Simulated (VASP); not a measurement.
Input of a VASP 6.6.1 run:

Contents of INCAR:

```
PREC = Accurate
ENCUT = 520
EDIFF = 1E-6
ISMEAR = -1
SIGMA = 0.05
LREAL = False
LASPH = True
NELM = 150
ALGO = Normal
ISIF = 2
LWAVE = False
LCHARG = False
ISPIN = 2
MAGMOM = 4 0
LORBIT = 11
LMAXMIX = 4
GGA = PE
IVDW = 12
NBANDS = 20
```

KPOINTS

```
Automatic mesh
0
Gamma
  10 10 10
```

POSCAR

```
MnO
1.0
    0.0000000000      2.2268088640      2.2268088640
    2.2268088640      0.0000000000      2.2268088640
    2.2268088640      2.2268088640      0.0000000000
Mn O
1 1
Direct
    0.0000000000      0.0000000000      0.0000000000
    0.5000000000      0.5000000000      0.5000000000
```

Potentials or basis: VASP PAW PBE potentials, release 64 (Mn_pv, O).

Run with:

```console
$ cat potpaw_PBE.64/Mn_pv/POTCAR potpaw_PBE.64/O/POTCAR > POTCAR
$ mpirun -np 1 vasp_std > vasp.out
```

(1) Estimate the net moment.

(2) Predict the dispersion energy per atom.

Answers

(1) 4.80 μB per cell.

(2) -0.306 eV.

Caveat: a cell with one magnetic atom can't hold antiferromagnetic order, which such compounds often take.
